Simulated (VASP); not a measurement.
# Be2ZnO3 (P4/mmm) in VASP: single point with PBE

Aim: the single point of Be2ZnO3 with PBE.

Program: VASP 6.6.1. These are calculated values, not measurements. Logs are shortened: lines on timing, memory, paths and dates and some standing lists are left out, and cuts for length are marked.

### Step 1. The cell of the first run

It takes space group P4/mmm (No. 123, tetragonal). Conventional cell: a = 4.378 Å, b = 4.378 Å, c = 5.252 Å, α = 90.00°, β = 90.00°, γ = 90.00°. Within 3.1 Å of Be (site symmetry mmm) lie 2 Zn at 2.19 Å and 4 O at 2.97 Å and 4 Be at 3.10 Å. Within 2.7 Å of Zn (site symmetry 4/mmm) lie 2 O at 2.01 Å and 4 Be at 2.19 Å. Within 4.2 Å of O (site symmetry 4/mmm) lie 8 O at 3.16 Å and 8 Be at 3.42 Å and 8 Zn at 4.06 Å. Within 1.7 Å of O (site symmetry 4mm) lie 1 O at 1.24 Å.

The cell was generated, and may not be a known phase.

### Step 2. Single point, PBE

Contents of INCAR:

```
ALGO = Normal ; EDIFF = 1E-6
ENCUT = 1340 ; GGA = PE
GGA_COMPAT = F ; ISIF = 2
ISMEAR = 0 ; LASPH = T
LCHARG = T ; LELF = T
LREAL = F ; LVHAR = T
LWAVE = F ; NBANDS = 26
NELM = 120 ; PREC = Accurate
SIGMA = 0.15
```

Contents of KPOINTS:

```
k-points
0
Gamma
  3 3 3
```

Contents of POSCAR:

```
Be2ZnO3
1.0
    4.3780870822      0.0000000000      0.0000000000
    0.0000000000      4.3780870822      0.0000000000
    0.0000000000      0.0000000000      5.2521737370
Be Zn O
2 1 3
Direct
    0.5000000000      0.0000000000      0.5000000000
    0.0000000000      0.5000000000      0.5000000000
    0.0000000000      0.0000000000      0.5000000000
    0.5000000000      0.5000000000      0.0000000000
    0.0000000000      0.0000000000      0.8821228975
    0.0000000000      0.0000000000      0.1178771025
```

Potentials or basis: VASP PAW PBE potentials, release 64 (Be, Zn, O_h).

The run is started by

```sh
$ cat potpaw_PBE.64/Be/POTCAR potpaw_PBE.64/Zn/POTCAR potpaw_PBE.64/O_h/POTCAR > POTCAR
$ mpirun -np 1 vasp_std > vasp.out
```

OUTCAR:

```text
EDIFF = 1E-6
   ENCUT = 1340
   GGA = PE
   ISIF = 2
   ISMEAR = 0
   LASPH = T
   LREAL = F
   NELM = 120
   PREC = Accurate

 ion  position               nearest neighbor table
   1  0.500  0.000  0.500-   3 2.19   3 2.19
   2  0.000  0.500  0.500-   3 2.19   3 2.19
   3  0.000  0.000  0.500-   5 2.01   6 2.01   1 2.19   2 2.19   2 2.19   1 2.19
   4  0.500  0.500  0.000-
   5  0.000  0.000  0.882-   6 1.24   3 2.01
   6  0.000  0.000  0.118-   5 1.24   3 2.01

  LATTYP: Found a simple tetragonal cell.
 ALAT       =     4.3780870822
 C/A-ratio  =     1.1996503583

  Lattice vectors:

 A1 = (   4.3780870822,   0.0000000000,   0.0000000000)
 A2 = (   0.0000000000,   4.3780870822,   0.0000000000)
 A3 = (   0.0000000000,   0.0000000000,   5.2521737370)

Analysis of symmetry for initial positions (statically):
=====================================================================
 Subroutine PRICEL returns:
 Original cell was already a primitive cell.

 Routine SETGRP: Setting up the symmetry group for a
 simple tetragonal supercell.

 Subroutine GETGRP returns: Found 16 space group operations
 (whereof 16 operations were pure point group operations)
 out of a pool of 16 trial point group operations.

The static configuration has the point symmetry D_4h.

Analysis of symmetry for dynamics (positions and initial velocities):
=====================================================================
 Subroutine PRICEL returns:
 Original cell was already a primitive cell.

 Routine SETGRP: Setting up the symmetry group for a
 simple tetragonal supercell.

 Subroutine GETGRP returns: Found 16 space group operations
 (whereof 16 operations were pure point group operations)
 out of a pool of 16 trial point group operations.

The dynamic configuration has the point symmetry D_4h.

 Subroutine INISYM returns: Found 16 space group operations
 (whereof 16 operations are pure point group operations),
 and found     1 'primitive' translations

----------------------------------------------------------------------------------------

                                     Primitive cell

  volume of cell :     100.6718

  direct lattice vectors                    reciprocal lattice vectors
[... 74 lines left out ...]
   ENCUT  = 1340.0 eV  98.49 Ry    9.92 a.u.  13.07 13.07 15.68*2*pi/ulx,y,z
   NELM   =    120;   NELMIN=  2; NELMDL= -5     # of ELM steps
   EDIFF  = 0.1E-05   stopping-criterion for ELM
   LREAL  =      F    real-space projection
   EDIFFG = 0.1E-04   stopping-criterion for IOM
   NSW    =      0    number of steps for IOM
   IBRION =     -1    ionic relax: 0-MD 1-quasi-New 2-CG
   NFREE  =      0    steps in history (QN), initial steepest desc. (CG)
   ISIF   =      2    stress and relaxation
   ISYM   =      2    0-nonsym 1-usesym 2-fastsym
   POTIM  = 0.5000    time-step for ionic-motion
   TEBEG  =    0.0;   TEEND  =   0.0 temperature during run
   PSTRESS=    0.0 pullay stress
   NELECT =      34.0000    total number of electrons
   NUPDOWN=      -1.0000    fix difference up-down
   EMIN   =  10.00;   EMAX   =-10.00  energy-range for DOS
   EFERMI =   0.00;   METHOD = LEGACY
   ISMEAR =     0;   SIGMA  =   0.15  broadening in eV -4-tet -1-fermi 0-gaus
   EFERMI_NEDOS =   21; number of points for ismear=-14 and -15
   IALGO  =     38    algorithm
   IMIX   =      4    mixing-type and parameters
     AMIX     =   0.40;   BMIX     =  1.00
     AMIX_MAG =   1.60;   BMIX_MAG =  1.00
  volume/ion in A,a.u.               =      16.78       113.23
  Fermi-wavevector in a.u.,A,eV,Ry     =   1.140071  2.154422 17.684330  1.299762
  Thomas-Fermi vector in A             =   2.276773
   LORBIT       =      0    0 simple, 1 ext, 2 COOP (PROOUT), +10 PAW based schemes
   GGA     = PE    functional components
   LHFCALC =     F    Hartree Fock is set to
   AEXX    =    0.0000 exact exchange contribution
   IVDW    =     0    specifies the selected vdW correction
   LEPSILON=     F    determine dielectric tensor
   LRPA    =     F    only Hartree local field effects (RPA)
 non-spin polarized calculation
 Gauss-broadening in eV      SIGMA  =   0.15
  energy-cutoff  :     1340.00
  volume of cell :      100.67
 maximum number of plane-waves:     11271
 NGX is ok and might be reduce to    54
   NGX = 27   NGY = 27   NGZ = 31

 number of electron      34.0000004 magnetization

 Free energy of the ion-electron system (eV)
  ---------------------------------------------------
  ext. energy  EPLUGINS =         0.00000000
  ---------------------------------------------------
  free energy    TOTEN  =       -16.37480399 eV

  energy without entropy =      -16.27611970  energy(sigma->0) =      -16.32546184

 E-fermi :  -0.1742     XC(G=0):  -8.3046

 val. band max:       -0.1805353278   @ k =   0.3333   0.0000   0.0000
 cond. band min:      -0.0697082602   @ k =   0.3333   0.3333   0.0000
 fundamental gap:      0.1108270675
 Fermi energy:        -0.1742048839

 k-point     1 :       0.0000    0.0000    0.0000
  band No.  band energies     occupation
      1     -25.9882      2.00000
      2     -15.1740      2.00000
      3     -15.0126      2.00000
      4     -10.0935      2.00000
      5      -7.5234      2.00000
      6      -7.2116      2.00000
[... 163 lines left out ...]
     25       7.6873      0.00000
     26       9.1493      0.00000

------------------------ aborting loop because EDIFF is reached ----------------------------------------

  FORCE on cell =-STRESS in cart. coord.  units (eV):
  Direction    XX          YY          ZZ          XY          YZ          ZX
  --------------------------------------------------------------------------------------
  -------------------------------------------------------------------------------------
  Total        0.1591690      0.1591690      0.3822337      0.0000000      0.0000000      0.0000000
  in kB        2.5331512      2.5331512      6.0831948      0.0000000      0.0000000      0.0000000
  external PRESSURE =       3.7164991 kB  Pullay stress =       0.0000000 kB

 VOLUME and BASIS-vectors are now :
 -----------------------------------------------------------------------------
  energy-cutoff  :     1340.00
  volume of cell :      100.67
      direct lattice vectors                 reciprocal lattice vectors
     4.378087082  0.000000000  0.000000000     0.228410258  0.000000000  0.000000000
     0.000000000  4.378087082  0.000000000     0.000000000  0.228410258  0.000000000
     0.000000000  0.000000000  5.252173737     0.000000000  0.000000000  0.190397357

 POSITION                                       TOTAL-FORCE (eV/Angst)
 -----------------------------------------------------------------------------------
      2.18904      0.00000      2.62609         0.000000      0.000000      0.000000
      0.00000      2.18904      2.62609         0.000000      0.000000      0.000000
      0.00000      0.00000      2.62609         0.000000      0.000000      0.000000
      2.18904      2.18904      0.00000         0.000000      0.000000      0.000000
      0.00000      0.00000      4.63306        -0.000000     -0.000000     -0.001153
      0.00000      0.00000      0.61911        -0.000000     -0.000000      0.001153
 -----------------------------------------------------------------------------------
    total drift:                                0.000000      0.000000      0.000000

  FREE ENERGIE OF THE ION-ELECTRON SYSTEM (eV)
  ---------------------------------------------------
  free  energy   TOTEN  =       -16.3748039870 eV

  energy  without entropy=      -16.2761197008  energy(sigma->0) =      -16.32546184
```

stdout:

```text
POSCAR found type information on POSCAR BeZnO
 POSCAR found :  3 types and       6 ions
 scaLAPACK will be used
 LDA part: xc-table for (Slater+PW92), standard interpolation
 POSCAR, INCAR and KPOINTS ok, starting setup
 FFT: planning ... GRIDC
 FFT: planning ... GRID_SOFT
 FFT: planning ... GRID
 WAVECAR not read
 entering main loop
```

Wall time 2.1 min (1 thread of Intel Xeon Platinum 8259CL at 2.50GHz (Skylake/Cascade Lake), shared host); peak memory 0.46 GiB.

What came out:

```yaml
Free_energy: -16.3748 eV
Pressure: 0.4 GPa
Band_gap_on_the_k_mesh: zero (bands 17 and 18 overlap by 0.07 eV)
```

Caveat: the k points lie up to 0.48 Å⁻¹ apart; semilocal functionals underestimate gaps, and a narrow one can read as zero.

The gap in the log of VASP goes by the Fermi energy; the results here count the filled bands.